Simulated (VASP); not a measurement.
Runs of VASP 6.6.1 on Ir. The structure is that of space group Pm-3m (No. 221), or close to it. The cells are those of the table. This isn't the form of Ir at room conditions, which is fcc.

```csv
task,spin,cell,k mesh,cutoff (eV),gap on the mesh (eV),pressure (GPa)
single point,off,"a = 2.528 Å, 1 atom",13 × 13 × 13,520,none,1.4
single point,off,"a = 2.594 Å, 1 atom",14 × 14 × 14,520,none,-17.7
single point,off,"a = 2.459 Å, 1 atom",14 × 14 × 14,520,none,30.9
single point,off,"a = 2.528 Å, 1 atom",20 × 20 × 20,520,none,(b)
single point,off,"a = 2.528 Å, 1 atom",14 × 14 × 14,520,none,0.9
single point,off,"a = 2.494 Å, 1 atom",14 × 14 × 14,520,none,14.2
relaxation of cell and atoms,off,"relaxed from a = 2.482 Å, 1 atom",13 × 13 × 13,600,none,0.1
single point,off,"a = 2.423 Å, 1 atom",14 × 14 × 14,520,none,52.0
single point,off,"a = 2.625 Å, 1 atom",14 × 14 × 14,520,none,-24.1
single point,off,"a = 2.561 Å, 1 atom",14 × 14 × 14,520,none,(a)
single point,"non-collinear, zero start, SOC","a = 2.528 Å, 1 atom",12 × 12 × 12,520,-,2.6
```

Alike in all rows: level LDA; potentials or basis VASP PAW LDA potentials, release 64 (Ir); smearing fermi-dirac 0.1 eV.

**Question.** Estimate the missing entries.

**Answer.** (a) -9.5; (b) 1.1.

Caveats: spin-orbit coupling is left out, which moves the levels of the heavy elements (at least some runs); the cell stands under tension (at least some runs); the cell stands under pressure (at least some runs).

A k mesh can miss the band edges, and rows without SOC leave out spin-orbit coupling on Ir.

A gap of «none» marks levels without a gap at the run's occupations.
